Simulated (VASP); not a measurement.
# MgO (kat) (Fm-3m) in VASP: further runs

The runs below take MgO (kat) through single point, relaxation of the atoms, with LDA.

Everything below comes from runs of VASP 6.6.1. Logs are shortened: lines on timing, memory, paths and dates and some standing lists are left out, and cuts for length are marked.

### Step 1. The cell of the first run

Symmetry: Fm-3m, No. 225, cubic system. Conventional cell: a = 4.208 Å, b = 4.208 Å, c = 4.208 Å, α = 90.00°, β = 90.00°, γ = 90.00°. Within 2.8 Å of Mg (site symmetry m-3m) lie 6 O at 2.10 Å. O (site symmetry m-3m) has 6 Mg at 2.10 Å within 2.8 Å.

### Step 2. Single point, LDA (strained cell)

Input file INCAR:

```
PREC = Accurate
ENCUT = 520
EDIFF = 1E-7
ISMEAR = 0
SIGMA = 0.02
LREAL = F
LASPH = T
NELM = 100
ALGO = Normal
ISIF = 2
LWAVE = F
LCHARG = T
LELF = T
LVHAR = T
NBANDS = 11
```

Input file KPOINTS:

```
regular mesh
0
Gamma
  10 10 10
```

Input file POSCAR:

```
MgO
1.0
    0.0000000000      2.1037650585      2.1037650585
    2.1037650585      0.0000000000      2.1037650585
    2.1037650585      2.1037650585      0.0000000000
Mg O
1 1
Direct
    0.0000000000      0.0000000000      0.0000000000
    0.5000000000      0.5000000000      0.5000000000
```

Potentials or basis: VASP PAW LDA potentials, release 64 (Mg, O).

Command:

```sh
> cat potpaw_LDA.64/Mg/POTCAR potpaw_LDA.64/O/POTCAR > POTCAR
> mpirun -np 1 vasp_std > vasp.out
```

OUTCAR:

```text
PREC = Accurate
   ENCUT = 520
   EDIFF = 1E-7
   ISMEAR = 0
   LREAL = F
   LASPH = T
   NELM = 100
   ISIF = 2

 ion  position               nearest neighbor table
   1  0.000  0.000  0.000-   2 2.10   2 2.10   2 2.10   2 2.10   2 2.10   2 2.10
   2  0.500  0.500  0.500-   1 2.10   1 2.10   1 2.10   1 2.10   1 2.10   1 2.10

  LATTYP: Found a face centered cubic cell.
 ALAT       =     4.2075301170

  Lattice vectors:

 A1 = (   0.0000000000,   2.1037650585,   2.1037650585)
 A2 = (   2.1037650585,   0.0000000000,   2.1037650585)
 A3 = (   2.1037650585,   2.1037650585,   0.0000000000)

Analysis of symmetry for initial positions (statically):
=====================================================================
 Subroutine PRICEL returns:
 Original cell was already a primitive cell.

 Routine SETGRP: Setting up the symmetry group for a
 face centered cubic supercell.

 Subroutine GETGRP returns: Found 48 space group operations
 (whereof 48 operations were pure point group operations)
 out of a pool of 48 trial point group operations.

The static configuration has the point symmetry O_h .

Analysis of symmetry for dynamics (positions and initial velocities):
=====================================================================
 Subroutine PRICEL returns:
 Original cell was already a primitive cell.

 Routine SETGRP: Setting up the symmetry group for a
 face centered cubic supercell.

 Subroutine GETGRP returns: Found 48 space group operations
 (whereof 48 operations were pure point group operations)
 out of a pool of 48 trial point group operations.

The dynamic configuration has the point symmetry O_h .

 Subroutine INISYM returns: Found 48 space group operations
 (whereof 48 operations are pure point group operations),
 and found     1 'primitive' translations

----------------------------------------------------------------------------------------

                                     Primitive cell

  volume of cell :      18.6218

  direct lattice vectors                    reciprocal lattice vectors
     0.000000000  2.103765059  2.103765059    -0.237669125  0.237669125  0.237669125
     2.103765059  0.000000000  2.103765059     0.237669125 -0.237669125  0.237669125
     2.103765059  2.103765059  0.000000000     0.237669125  0.237669125 -0.237669125

  length of vectors
     2.975173078  2.975173078  2.975173078     0.411654999  0.411654999  0.411654999

  position of ions in fractional coordinates (direct lattice)
     0.000000000  0.000000000  0.000000000
     0.500000000  0.500000000  0.500000000

  ion indices of the primitive-cell ions
   primitive index   ion index
                 1           1
                 2           2

----------------------------------------------------------------------------------------

 KPOINTS: regular mesh

Automatic generation of k-mesh.
 Grid dimensions read from file:
 generate k-points for:   10   10   10

 Generating k-lattice:

  Cartesian coordinates                     Fractional coordinates (reciprocal lattice)
    -0.023766912  0.023766912  0.023766912     0.100000000  0.000000000  0.000000000
     0.023766912 -0.023766912  0.023766912     0.000000000  0.100000000  0.000000000
     0.023766912  0.023766912 -0.023766912     0.000000000  0.000000000  0.100000000

  Length of vectors
     0.041165500  0.041165500  0.041165500

  Shift w.r.t. Gamma in fractional coordinates (k-lattice)
     0.000000000  0.000000000  0.000000000

 Subroutine IBZKPT returns following result:
 ===========================================

 Found     47 irreducible k-points:

 Following reciprocal coordinates:
            Coordinates               Weight
  0.000000  0.000000  0.000000      1.000000
  0.100000  0.000000  0.000000      8.000000
  0.200000  0.000000  0.000000      8.000000
  0.300000  0.000000  0.000000      8.000000
  0.400000  0.000000  0.000000      8.000000
  0.500000  0.000000  0.000000      4.000000
[... 16 lines left out ...]
  0.300000  0.300000  0.000000      6.000000
  0.400000  0.300000  0.000000     24.000000
 [... further k-points ...]
   k-points           NKPTS =     47   k-points in BZ     NKDIM =     47   number of bands    NBANDS=     11
   number of dos      NEDOS =    301   number of ions     NIONS =      2
   total plane-waves  NPLWV =  13824
   dimension x,y,z NGX =    24 NGY =   24 NGZ =   24
   dimension x,y,z NGXF=    48 NGYF=   48 NGZF=   48
   ions per type =               1   1
   NGX,Y,Z   is equivalent  to a cutoff of  13.41, 13.41, 13.41 a.u.
   NGXF,Y,Z  is equivalent  to a cutoff of  26.82, 26.82, 26.82 a.u.
 SYSTEM =  unknown system
   PREC   = accura    normal or accurate (medium, high low for compatibility)
   ISTART =      0    job   : 0-new  1-cont  2-samecut
   ICHARG =      2    charge: 1-file 2-atom 10-const
   ISPIN  =      1    spin polarized calculation?
   LNONCOLLINEAR =      F non collinear calculations
   LSORBIT =      F    spin-orbit coupling
   LASPH  =      T    aspherical Exc in radial PAW
   ENCUT  =  520.0 eV  38.22 Ry    6.18 a.u.   5.53  5.53  5.53*2*pi/ulx,y,z
   NELM   =    100;   NELMIN=  2; NELMDL= -5     # of ELM steps
   EDIFF  = 0.1E-06   stopping-criterion for ELM
   LREAL  =      F    real-space projection
   EDIFFG = 0.1E-05   stopping-criterion for IOM
   NSW    =      0    number of steps for IOM
   IBRION =     -1    ionic relax: 0-MD 1-quasi-New 2-CG
   NFREE  =      0    steps in history (QN), initial steepest desc. (CG)
   ISIF   =      2    stress and relaxation
   ISYM   =      2    0-nonsym 1-usesym 2-fastsym
   POTIM  = 0.5000    time-step for ionic-motion
   TEBEG  =    0.0;   TEEND  =   0.0 temperature during run
   PSTRESS=    0.0 pullay stress
   NELECT =       8.0000    total number of electrons
   NUPDOWN=      -1.0000    fix difference up-down
   EMIN   =  10.00;   EMAX   =-10.00  energy-range for DOS
   EFERMI =   0.00;   METHOD = LEGACY
   ISMEAR =     0;   SIGMA  =   0.02  broadening in eV -4-tet -1-fermi 0-gaus
   EFERMI_NEDOS =   21; number of points for ismear=-14 and -15
   IALGO  =     38    algorithm
   IMIX   =      4    mixing-type and parameters
     AMIX     =   0.40;   BMIX     =  1.00
     AMIX_MAG =   1.60;   BMIX_MAG =  1.00
  volume/ion in A,a.u.               =       9.31        62.83
  Fermi-wavevector in a.u.,A,eV,Ry     =   1.235277  2.334335 20.761247  1.525909
  Thomas-Fermi vector in A             =   2.369933
   LORBIT       =      0    0 simple, 1 ext, 2 COOP (PROOUT), +10 PAW based schemes
   GGA     = CA    functional components
   LHFCALC =     F    Hartree Fock is set to
   AEXX    =    0.0000 exact exchange contribution
   IVDW    =     0    specifies the selected vdW correction
   LEPSILON=     F    determine dielectric tensor
   LRPA    =     F    only Hartree local field effects (RPA)
 non-spin polarized calculation
 Gauss-broadening in eV      SIGMA  =   0.02
  energy-cutoff  :      520.00
  volume of cell :       18.62
 maximum number of plane-waves:       531
 NGX is ok and might be reduce to    24
   NGX = 11   NGY = 11   NGZ = 11

 number of electron       8.0000005 magnetization

 Free energy of the ion-electron system (eV)
  ---------------------------------------------------
  ext. energy  EPLUGINS =         0.00000000
  ---------------------------------------------------
  free energy    TOTEN  =       -13.42757873 eV

  energy without entropy =      -13.42757873  energy(sigma->0) =      -13.42757873

 E-fermi :   3.0384     XC(G=0): -11.6075

 val. band max:        2.9051375715   @ k =   0.0000   0.0000   0.0000
 cond. band min:       7.5930933804   @ k =   0.0000   0.0000   0.0000
 fundamental gap:      4.6879558089
 Fermi energy:         3.0384309801

 k-point     1 :       0.0000    0.0000    0.0000
  band No.  band energies     occupation
      1     -14.1142      2.00000
      2       2.9051      2.00000
      3       2.9051      2.00000
      4       2.9051      2.00000
      5       7.5931      0.00000
      6      18.4479      0.00000
      7      18.4479      0.00000
      8      18.4479      0.00000
      9      22.4810      0.00000
     10      24.1281      0.00000
     11      24.1281      0.00000

 k-point     2 :       0.1000    0.0000    0.0000
  band No.  band energies     occupation
      1     -14.0033      2.00000
      2       2.2447      2.00000
      3       2.8358      2.00000
      4       2.8358      2.00000
      5       8.2170      0.00000
      6      17.2213      0.00000
      7      18.6884      0.00000
      8      18.6884      0.00000
      9      23.3786      0.00000
     10      23.3786      0.00000
     11      24.1062      0.00000

 k-point     3 :       0.2000    0.0000    0.0000
  band No.  band energies     occupation
      1     -13.6977      2.00000
      2       0.9032      2.00000
      3       2.6601      2.00000
      4       2.6601      2.00000
      5       9.3930      0.00000
      6      15.7287      0.00000
      7      19.1695      0.00000
      8      19.1695      0.00000
      9      22.6807      0.00000
     10      22.6807      0.00000
     11      24.8846      0.00000

 k-point     4 :       0.3000    0.0000    0.0000
  band No.  band energies     occupation
      1     -13.2829      2.00000
      2      -0.4464      2.00000
      3       2.4539      2.00000
      4       2.4539      2.00000
      5      10.2934      0.00000
      6      15.0655      0.00000
      7      19.2735      0.00000
      8      19.2735      0.00000
      9      23.1320      0.00000
     10      23.1320      0.00000
     11      24.2588      0.00000
[... 239 lines left out ...]
 k-point    22 :      -0.2000    0.2000    0.0000
  band No.  band energies     occupation
      1     -13.1596      2.00000
      2      -0.2434      2.00000
      3       1.5338      2.00000
      4       2.4504      2.00000
      5      11.2576      0.00000
      6      14.6131      0.00000
      7      17.7528      0.00000
      8      20.3981      0.00000
      9      21.1286      0.00000
     10      23.9896      0.00000
     11      27.4087      0.00000

 k-point    23 :       0.3000    0.3000    0.0000
  band No.  band energies     occupation
      1     -13.0695      2.00000
      2      -0.2967      2.00000
      3       1.9463      2.00000
      4       1.9463      2.00000
      5      11.6478      0.00000
      6      13.1124      0.00000
      7      17.0677      0.00000
      8      20.5733      0.00000
      9      20.5733      0.00000
     10      26.7826      0.00000
     11      30.0328      0.00000

 k-point    24 :       0.4000    0.3000    0.0000
  band No.  band energies     occupation
      1     -12.8059      2.00000
      2      -0.7345      2.00000
      3       1.5709      2.00000
      4       1.7963      2.00000
      5      12.3245      0.00000
      6      12.8776      0.00000
      7      16.2625      0.00000
      8      20.8071      0.00000
      9      21.0186      0.00000
     10      27.5159      0.00000
     11      29.6632      0.00000

 [... further k-points ...]
[... 5 lines left out ...]
  --------------------------------------------------------------------------------------
  -------------------------------------------------------------------------------------
  Total       -0.8421979     -0.8421979     -0.8421979      0.0000000     -0.0000000      0.0000000
  in kB      -72.4607814    -72.4607814    -72.4607814      0.0000000     -0.0000000      0.0000000
  external PRESSURE =     -72.4607814 kB  Pullay stress =       0.0000000 kB

 VOLUME and BASIS-vectors are now :
 -----------------------------------------------------------------------------
  energy-cutoff  :      520.00
  volume of cell :       18.62
      direct lattice vectors                 reciprocal lattice vectors
     0.000000000  2.103765059  2.103765059    -0.237669125  0.237669125  0.237669125
     2.103765059  0.000000000  2.103765059     0.237669125 -0.237669125  0.237669125
     2.103765059  2.103765059  0.000000000     0.237669125  0.237669125 -0.237669125

 POSITION                                       TOTAL-FORCE (eV/Angst)
 -----------------------------------------------------------------------------------
      0.00000      0.00000      0.00000        -0.000000     -0.000000     -0.000000
      2.10377      2.10377      2.10377         0.000000      0.000000      0.000000
 -----------------------------------------------------------------------------------
    total drift:                               -0.000000     -0.000000      0.000000

  FREE ENERGIE OF THE ION-ELECTRON SYSTEM (eV)
  ---------------------------------------------------
  free  energy   TOTEN  =       -13.4275787275 eV

  energy  without entropy=      -13.4275787275  energy(sigma->0) =      -13.42757873
```

It took 15 s on 1 thread of Intel Xeon 6975P-C, shared host; peak memory 0.13 GiB.

Results:

| Quantity | Value |
| --- | --- |
| Free energy | -13.4276 eV |
| Pressure | -7.2 GPa |
| Band gap on the k mesh | 4.69 eV, direct |

Caveat: the cell differs from its parent crystal (strained cell).

### Step 3. Relaxation of the atoms, LDA (strained cell)

Input file INCAR:

```
ALGO = Normal
EDIFF = 1E-6
EDIFFG = -0.002
ENCUT = 520
IBRION = 2
ISIF = 2
ISMEAR = 0
LASPH = T
LCHARG = F
LREAL = F
LWAVE = F
NELM = 60
NSW = 60
PREC = Accurate
SIGMA = 0.02
```

Input file KPOINTS:

```
k-points
0
Gamma
  10 10 10
```

POSCAR is that of step 2.

Potentials or basis: VASP PAW LDA potentials, release 64 (Mg, O).

Command:

```sh
> cat potpaw_LDA.64/Mg/POTCAR potpaw_LDA.64/O/POTCAR > POTCAR
> mpirun -np 1 vasp_std > vasp.out
```

Run time: 13 s. Hardware: 1 thread of Intel Xeon 6975P-C, shared host; peak memory 0.13 GiB.

The run converged. Its results:

- Free energy: -13.4276 eV
- Pressure after relaxing: -7.2 GPa
- Band gap on the k mesh: 4.69 eV, direct

Final structure:
```
CELL_PARAMETERS angstrom
0.00000 2.10377 2.10377
2.10377 0.00000 2.10377
2.10377 2.10377 0.00000
ATOMIC_POSITIONS crystal
Mg 0.00000 0.00000 0.00000
O 0.50000 0.50000 0.50000
```

Levels at points of the mesh, in eV from the valence-band top:
```
           k point  band 2  band 3  band 4  band 5  band 6  band 7
(0.00, 0.00, 0.00)    0.00    0.00    0.00    4.69   15.54   15.54
(0.50, 0.00, 0.00)   -4.71   -0.67   -0.67    7.75   12.44   16.03
(0.50, 0.50, 0.00)   -4.17   -1.38   -1.38    8.89    9.74   12.93
```

Caveat: the cell differs from its parent crystal (strained cell); the relaxation stopped at its first step, so nothing moved.
